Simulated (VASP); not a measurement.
Here is a VASP 6.6.1 calculation.

File INCAR:

```
  PREC = Accurate
  ENCUT = 600
  EDIFF = 1E-6
  ISMEAR = -1
  SIGMA = 0.02
  LREAL = False
  LASPH = True
  NELM = 60
  ALGO = Normal
  ISIF = 3
  LWAVE = False
  LCHARG = False
  GGA = PE
  IBRION = 2
  NSW = 80
  EDIFFG = -0.005
```

KPOINTS

```
Automatic mesh
0
Gamma
  8 8 8
```

POSCAR

```
NaCl
1.0
    0.0000000000      2.8100000000      2.8100000000
    2.8100000000      0.0000000000      2.8100000000
    2.8100000000      2.8100000000      0.0000000000
Na Cl
1 1
Direct
    0.0000000000      0.0000000000      0.0000000000
    0.5000000000      0.5000000000      0.5000000000
```

Potentials or basis: VASP PAW PBE potentials, release 64 (Na_pv, Cl).

The run is started by

```bash
$ cat potpaw_PBE.64/Na_pv/POTCAR potpaw_PBE.64/Cl/POTCAR > POTCAR
$ mpirun -np 1 vasp_std > vasp.out
```

(1) Estimate the relaxed cell.

(2) What does it give for the space group after relaxing (to 0.1 Å)?

(3) What does it give for the band gap on the k mesh?

Results:

(1) a = 4.030 Å, b = 4.030 Å, c = 4.030 Å, α = 60.00°, β = 60.00°, γ = 60.00°.

(2) Fm-3m (No. 225).

(3) 4.99 eV.
